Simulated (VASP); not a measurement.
Wanted: the native input for a VASP 6.6.1 run.

| Item | Value |
| --- | --- |
| Task | single point |
| Functional | LDA |
| Potentials or basis | VASP PAW LDA potentials, release 64 (Ir) |
| Cutoff | 520 eV |
| k mesh | 8 × 8 × 8 |
| Occupations | gaussian, width 0.15 eV |
| Spin | no spin polarisation |
| Dipole correction | no |
| Further INCAR settings | ALGO = Normal; EDIFF = 1e-06; NBANDS = 10 |

The structure of Ir lies in POSCAR:

```
Ir
1.0
    0.0000000000      1.9197000000      1.8909045000
    1.9197000000      0.0000000000      1.8909045000
    1.9197000000      1.9197000000      0.0000000000
Ir
1
Direct
    0.0000000000      0.0000000000      0.0000000000
```

This cell differs from its parent crystal: strain -0.0150 x Voigt [0, 0, 1, 0, 0, 0].

One way to write it, as run:

INCAR

```
SYSTEM = Ir
PREC = Accurate ; ENCUT = 520
EDIFF = 1E-6 ; ISMEAR = 0
SIGMA = 0.15 ; LREAL = .False.
LASPH = .True. ; NELM = 100
ALGO = Normal ; ISIF = 2
LWAVE = .False. ; LCHARG = .True.
LELF = .True. ; LVHAR = .True.
NBANDS = 10
```

KPOINTS

```
regular mesh
0
Gamma
  8 8 8
  0 0 0
```

Potentials or basis: VASP PAW LDA potentials, release 64 (Ir).

Run with:

```sh
$ cat potpaw_LDA.64/Ir/POTCAR > POTCAR
$ mpirun -np 1 vasp_std > vasp.out
```

It gave:

| Item | Value |
| --- | --- |
| Pressure | 1.3 GPa |

Caveat: the cell differs from its parent crystal (strain -0.0150 x Voigt [0, 0, 1, 0, 0, 0]).

It took 16 s on 1 thread of Intel Xeon 8259CL, on a shared host, peak memory 0.13 GiB.
